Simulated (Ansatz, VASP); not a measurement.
# ZrNbSe3: VASP beside Ansatz

```
CELL_PARAMETERS angstrom
5.13765 0.00000 0.00000
0.00000 5.13765 0.00000
0.00000 0.00000 5.13765
ATOMIC_POSITIONS crystal
Zr 0.50000 0.50000 0.50000
Nb 0.00000 0.00000 0.00000
Se 0.50000 0.50000 0.00000
Se 0.00000 0.50000 0.50000
Se 0.50000 0.00000 0.50000
```

Change from the starting cell: species swapped into the ZnAgF3 type (Pm-3m, No. 221).

Alike in both runs: functional PBE; k mesh 4 × 4 × 4; occupations gaussian, width 0.1 eV; collinear spin.

Ansatz relaxed the structure, and its values are those at the end. VASP's run is a single point on that final structure, the one shown.

|  | VASP | Ansatz |
| --- | --- | --- |
| version | VASP 6.6.1 | Ansatz 0.2.0 |
| potentials or method | VASP PAW PBE potentials, release 64 (Zr_sv, Nb_sv, Se), cutoff 520 eV | scalar-relativistic, plane waves, PAW |
| valence electrons in the cell | 43 | 73 |

VASP gave:

```
gap on the k mesh at the Fermi level (eV)                     : none
pressure (GPa)                                                : 0.2
net moment per atom (μB)                                      : 0.55
size of the moment on the site where the two differ most (μB) : 2.38
```

**Question.** Estimate Ansatz's values.

**Answer.** gap on the k mesh at the Fermi level (eV): none; pressure (GPa): 0.1; net moment per atom (μB): 0.55; size of the moment on the site where the two differ most (μB): 2.85.

Site moments also hang on the region over which each program counts them. A gap of «none» marks a metal or a gap that the smearing closes. VASP's potentials hold 43 valence electrons a cell and Ansatz's 73, so a difference there can come from the potentials and not from the codes. Ansatz's warnings: no starting moments.
